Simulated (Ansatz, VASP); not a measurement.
**Two plane-wave programs on Te**

```
CELL_PARAMETERS angstrom
3.97375 0.00000 0.00000
-1.98687 3.44136 0.00000
0.00000 0.00000 4.49433
ATOMIC_POSITIONS crystal
Te 0.33333 0.66667 0.25000
Te 0.66667 0.33333 0.75000
```

Alike in both runs: functional PBE; k mesh 6 × 6 × 4; occupations gaussian, width 0.1 eV; no spin polarisation.

Ansatz relaxed the structure, and its values are those at the end. VASP's run is a single point on that final structure, the one shown.

```csv
,VASP,Ansatz
version,VASP 6.6.1,Ansatz 0.2.0
potentials or method,"VASP PAW PBE potentials, release 64 (Te), cutoff 520 eV","scalar-relativistic, plane waves, PAW"
valence electrons in the cell,12,32
```

VASP gave:

```
gap on the k mesh at the Fermi level (eV) : none
pressure (GPa)                            : -0.1
```

Task: What did Ansatz give for the same quantities?

Result: gap on the k mesh at the Fermi level (eV): none; pressure (GPa): 0.0.

A gap of «none» marks a metal or a gap that the smearing closes. With one functional, cell and mesh, what is left measures potentials, basis and numerics. VASP's potentials hold 12 valence electrons a cell and Ansatz's 32, so a difference there can come from the potentials and not from the codes.

Neither program's run includes spin-orbit coupling.
